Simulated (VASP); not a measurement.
Here is a VASP 6.6.1 calculation.

The input POSCAR:

```
ZnCu
1.0
    3.1000000000      0.0000000000      0.0000000000
    0.0000000000      3.1000000000      0.0000000000
    0.0000000000      0.0000000000      3.1000000000
Zn Cu
1 1
Direct
    0.0000000000      0.0000000000      0.0000000000
    0.5000000000      0.5000000000      0.5000000000
```

File INCAR.step1:

```
PREC = Accurate
ENCUT = 600
ISMEAR = -1
SIGMA = 0.1
LREAL = False
LASPH = True
NELM = 60
GGA = PE
ALGO = Normal
EDIFF = 1E-4
LWAVE = True
LCHARG = False
```

INCAR.step2

```
PREC = Accurate
ENCUT = 600
EDIFF = 1E-7
ISMEAR = -1
SIGMA = 0.1
LREAL = False
LASPH = True
NELM = 60
ALGO = Normal
ISIF = 3
LWAVE = False
LCHARG = False
METAGGA = R2SCAN
LMIXTAU = True
IBRION = 2
NSW = 60
EDIFFG = -0.02
ISTART = 1
```

Contents of KPOINTS:

```
regular mesh
0
Gamma
  13 13 13
```

Potentials or basis: VASP PAW PBE potentials, release 64 (Zn, Cu).

Launch:

```sh
$ cat potpaw_PBE.64/Zn/POTCAR potpaw_PBE.64/Cu/POTCAR > POTCAR
$ cp INCAR.step1 INCAR
$ mpirun -np 1 vasp_std > vasp.out
$ cp INCAR.step2 INCAR
$ mpirun -np 1 vasp_std > vasp.out
```

(1) What does it give for the band gap on the k mesh?

(2) Estimate the space group after relaxing (to 0.1 Å).

(3) What does it give for the relaxed volume?

Answers

(1) zero (an odd number of electrons rules out a gap without spin polarisation).

(2) Pm-3m (No. 221).

(3) 12.48 Å³/atom.

Caveat: the volume moved by over 15 % at a fixed basis, so the end points are rough; the PAW data sets were made with another functional, which shifts forces and pressure a little.
